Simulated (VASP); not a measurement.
Re, 2 atoms in the cell. It takes space group P6_3/mmc (No. 194, hexagonal). Conventional cell: a = 2.730 Å, b = 2.730 Å, c = 4.417 Å, α = 90.00°, β = 90.00°, γ = 120.00°. Within 3.6 Å of Re (site symmetry -6m2) lie 12 Re at 2.71 to 2.73 Å.  This cell differs from its parent crystal: volume scaled by 0.97, then relaxed in part.

| Property | Result |
| --- | --- |
| Program | VASP 6.6.1 |
| Task | single point |
| Functional | r2SCAN |
| Potentials or basis | VASP PAW PBE potentials, release 64 (Re) |
| Cutoff | 520 eV |
| k mesh | 18 × 18 × 10 |
| Occupations | gaussian, width 0.1 eV |
| Spin | no spin polarisation |
| Dipole correction | no |
| Further INCAR settings | ALGO = Normal; EDIFF = 1e-07; NBANDS = 14 |

Potentials or basis: VASP PAW PBE potentials, release 64 (Re).

Command:

```bash
$ cat potpaw_PBE.64/Re/POTCAR > POTCAR
$ cp INCAR.step1 INCAR
$ mpirun -np 1 vasp_std > vasp.out
$ cp INCAR.step2 INCAR
$ mpirun -np 1 vasp_std > vasp.out
```

Hardware: 1 thread of Intel(R) Xeon(R) Platinum 8488C (Sapphire Rapids), with other jobs on the host.

Q: How long does it take, and how much memory?

A: Run time: 3.9 min on 1 thread of Intel(R) Xeon(R) Platinum 8488C (Sapphire Rapids), on a shared host, peak memory 0.2 GiB. Counts: k points 222.
